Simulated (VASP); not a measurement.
Here is a VASP 6.6.1 calculation.

INCAR

```
SYSTEM = Si2Ni
ALGO     = Normal         ! electronic algorithm
EDIFF    = 1E-8           ! SCF threshold, eV
ENCUT    = 520            ! plane-wave cutoff, eV
GGA      = RE             ! functional
GGA_COMPAT= .FALSE.      
ISIF     = 2              ! what is computed and relaxed
ISMEAR   = -1             ! smearing method
ISPIN    = 2              ! spin polarisation
LASPH    = .TRUE.         ! aspherical terms in the spheres
LCHARG   = .FALSE.        ! write CHGCAR
LDAU     = .TRUE.         ! DFT+U
LDAUJ    = 0 0          
LDAUL    = 2 -1           ! shell
LDAUPRINT= 1            
LDAUTYPE = 2            
LDAUU    = 3 0            ! U, eV
LEFG     = .TRUE.       
LMAXMIX  = 4              ! l up to which the mixer works
LORBIT   = 11             ! projections on sites
LREAL    = .FALSE.        ! projectors in reciprocal space
LWAVE    = .FALSE.        ! write WAVECAR
MAGMOM   = 0 0 0          ! initial moments
NBANDS   = 20             ! bands
NELM     = 200            ! most SCF steps
PREC     = Accurate       ! precision mode
SIGMA    = 0.025          ! smearing width, eV
```

Contents of KPOINTS:

```
k-points
0
G
  9 9 9
  0 0 0
```

Contents of POSCAR:

```
Si2Ni
1.0
    0.0000000000      2.7030000000      2.7030000000
    2.7030000000      0.0000000000      2.7030000000
    2.7030000000      2.7030000000      0.0000000000
Ni Si
1 2
Direct
    0.0000000000      0.0000000000      0.0000000000
    0.7500000000      0.7500000000      0.7500000000
    0.2500000000      0.2500000000      0.2500000000
```

Potentials or basis: VASP PAW PBE potentials, release 64 (Ni, Si).

Run with:

```sh
$ cat potpaw_PBE.64/Ni/POTCAR potpaw_PBE.64/Si/POTCAR > POTCAR
$ mpirun -np 1 vasp_std > vasp.out
```

Estimate the band gap on the k mesh.

zero (filled and empty bands overlap).

What does it give for the net moment?

0.00 μB per cell.

Eigenvalues of the final occupation matrices:
```tsv
site	spin	trace	eigenvalues
site 1 d	1	4.32	0.84 0.84 0.84 0.90 0.90
site 1 d	2	4.32	0.84 0.84 0.84 0.90 0.90
```

Caveat: the U is typed as a test and isn't derived for this compound.
